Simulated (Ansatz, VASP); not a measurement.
Ti in VASP and in Ansatz

The input POSCAR:

```
Ti
1.0
    2.8666000000      0.0000000000      0.0000000000
   -1.4333000000      2.4825484225      0.0000000000
    0.0000000000      0.0000000000      4.6384185731
Ti
2
Direct
    0.3333333333      0.6666666667      0.2500000000
    0.6666666667      0.3333333333      0.7500000000
```

INCAR.step1

```
PREC     = Accurate       # precision mode
ENCUT    = 520            # plane-wave cutoff, eV
ISMEAR   = 1              # smearing method
SIGMA    = 0.05           # smearing width, eV
LREAL    = F              # projectors in reciprocal space
LASPH    = T              # aspherical terms in the spheres
NELM     = 60             # most SCF steps
NBANDS   = 19             # bands
GGA      = PE             # functional
ALGO     = Normal         # electronic algorithm
EDIFF    = 1E-4           # SCF threshold, eV
LWAVE    = T              # write WAVECAR
LCHARG   = F              # write CHGCAR
```

File INCAR.step2:

```
PREC     = Accurate       # precision mode
ENCUT    = 520            # plane-wave cutoff, eV
EDIFF    = 1E-7           # SCF threshold, eV
ISMEAR   = 1              # smearing method
SIGMA    = 0.05           # smearing width, eV
LREAL    = F              # projectors in reciprocal space
LASPH    = T              # aspherical terms in the spheres
NELM     = 60             # most SCF steps
ALGO     = Normal         # electronic algorithm
ISIF     = 2              # what is computed and relaxed
LWAVE    = F              # write WAVECAR
LCHARG   = T              # write CHGCAR
METAGGA  = R2SCAN         # meta-GGA
LMIXTAU  = T            
LELF     = T              # ELF
LVHAR    = T            
NBANDS   = 19             # bands
ISTART   = 1
```

The input KPOINTS:

```
regular mesh
0
Gamma
  18 18 10
```

Input for Ansatz:

```yaml
crystal:
  lattice:
    - [2.8666, 0.0, 0.0]
    - [-1.4333, 2.4825484225, 0.0]
    - [0.0, 0.0, 4.6384185731]
  atoms:
    - { symbol: Ti, position: [0.3333333333, 0.6666666667, 0.25] }
    - { symbol: Ti, position: [0.6666666667, 0.3333333333, 0.75] }
basis:
  ecutwfc: 520.0
kpoints:
  mp_grid: { grid: [18, 18, 10] }
hamiltonian:
  xc: r2scan
scf:
  occupations: { method: cold, width: 0.05 }
output:
  forces: true
  stress: true
  eigenvalues: true
```

Alike in both runs: task single point; functional r2SCAN; k mesh 18 × 18 × 10; no spin polarisation.

```csv
,VASP,Ansatz
version,VASP 6.6.1,Ansatz 0.2.0
potentials or method,"VASP PAW PBE potentials, release 64 (Ti_sv), cutoff 520 eV","scalar-relativistic, plane waves, PAW"
occupations,"methfessel-paxton of order 1, width 0.05 eV","cold, width 0.05 eV"
valence electrons in the cell,24,24
```

Ansatz gave:

* gap on the k mesh at the Fermi level (eV): none
* pressure (GPa): 6.1
* traceless stress, the component that is largest in VASP (GPa): -1.98

Question: Which values does VASP return?

Answer: gap on the k mesh at the Fermi level (eV): none; pressure (GPa): 6.5; traceless stress, the component that is largest in VASP (GPa): -1.99.

VASP's potentials were made for PBE, not for r2SCAN. A gap of «none» marks a metal or a gap that the smearing closes.
